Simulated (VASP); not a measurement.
Ga2O: relaxation of shape and atoms at fixed volume with PBEsol

Ga2O:

```xyz
6
Lattice="3.0132 0.0000 0.0000 -1.5066 2.6095 0.0000 0.0000 0.0000 11.4669" Properties=species:S:1:pos:R:3 pbc="T T T"
Ga    0.0000    0.0000    4.4957
Ga    0.0000    0.0000    6.9712
Ga    1.5066    0.8698    1.1707
Ga    0.0000    1.7397   10.2962
O     1.5066    0.8698    3.6807
O     0.0000    1.7397    7.7862
```

| Item | Value |
| --- | --- |
| Program | VASP 6.6.1 |
| Task | relaxation of shape and atoms at fixed volume |
| Functional | PBEsol |
| Potentials or basis | VASP PAW PBE potentials, release 64 (Ga_d, O) |
| Cutoff | 600 eV |
| k mesh | 12 × 12 × 4 |
| Occupations | fermi-dirac, width 0.15 eV |
| Spin | no spin polarisation |
| Dipole correction | no |
| Further INCAR settings | ALGO = Normal; EDIFF = 1e-07; IBRION = 2; EDIFFG = -0.001; NSW = 80; ISIF = 4 |

The energy gained by relaxing is 1.6 meV/atom, the ionic steps are 18 and the pressure after relaxing is 0.7 GPa. The band gap on the k mesh is zero (bands 32 and 33 overlap by 2.19 eV).

Step by step:
| step | energy change (eV) | largest force (eV/Å) | pressure (GPa) | volume (Å³) |
| --- | --- | --- | --- | --- |
| 1 | 0.0000 | 0.2056 | 1.95 | 90.17 |
| 2 | -0.0038 | 0.0868 | 1.45 | 90.17 |
| 3 | -0.0038 | 0.0984 | 1.42 | 90.17 |
| 4 | -0.0053 | 0.0821 | 1.29 | 90.17 |
| 5 | -0.0080 | 0.0367 | 0.94 | 90.17 |
| 6 | -0.0060 | 0.0849 | 0.29 | 90.17 |
| 7 | -0.0084 | 0.0190 | 0.73 | 90.17 |
| 8 | -0.0096 | 0.0099 | 0.64 | 90.17 |
| 9 | -0.0097 | 0.0168 | 0.61 | 90.17 |
| 10 | -0.0097 | 0.0161 | 0.61 | 90.17 |
| 11 | -0.0097 | 0.0120 | 0.63 | 90.17 |
| 12 | -0.0098 | 0.0062 | 0.67 | 90.17 |
| 13 | -0.0098 | 0.0074 | 0.69 | 90.17 |
| 14 | -0.0098 | 0.0156 | 0.65 | 90.17 |
| 15 | -0.0098 | 0.0054 | 0.67 | 90.17 |
| 16 | -0.0098 | 0.0020 | 0.66 | 90.17 |
| 17 | -0.0098 | 0.0011 | 0.66 | 90.17 |
| 18 | -0.0098 | 0.0009 | 0.66 | 90.17 |

Final structure:
```
CELL_PARAMETERS angstrom
3.02918 0.00000 0.00000
-1.51459 2.62334 0.00000
0.00000 0.00000 11.34651
ATOMIC_POSITIONS crystal
Ga 0.00000 0.00000 0.39066
Ga 0.00000 0.00000 0.60934
Ga 0.66667 0.33333 0.10263
Ga 0.33333 0.66667 0.89737
O 0.66667 0.33333 0.31644
O 0.33333 0.66667 0.68356
```

Levels at points of the mesh, in eV from the Fermi level:
| k point | band 28 | band 29 | band 30 | band 31 | band 32 | band 33 | band 34 | band 35 | band 36 | band 37 |
| --- | --- | --- | --- | --- | --- | --- | --- | --- | --- | --- |
| (0.00, 0.00, 0.00) | -4.73 | -4.71 | -4.71 | -4.56 | -0.94 | -0.17 | 2.39 | 5.38 | 7.35 | 8.25 |
| (0.50, 0.00, 0.00) | -5.68 | -4.66 | -3.96 | -3.60 | -1.39 | -1.05 | 0.07 | 2.46 | 2.76 | 4.41 |
| (0.00, 0.00, 0.50) | -4.73 | -4.71 | -4.71 | -3.25 | -2.22 | 0.94 | 1.75 | 6.20 | 6.53 | 8.25 |
| (0.50, 0.00, 0.50) | -5.68 | -4.78 | -4.03 | -3.32 | -1.51 | -1.02 | -0.06 | 2.70 | 2.84 | 4.32 |

Wall time 61 min on 1 thread of Intel Xeon 8259CL, with other jobs on the host, peak memory 0.39 GiB.

Caveat: the PAW data sets were made with another functional, which shifts forces and pressure a little.
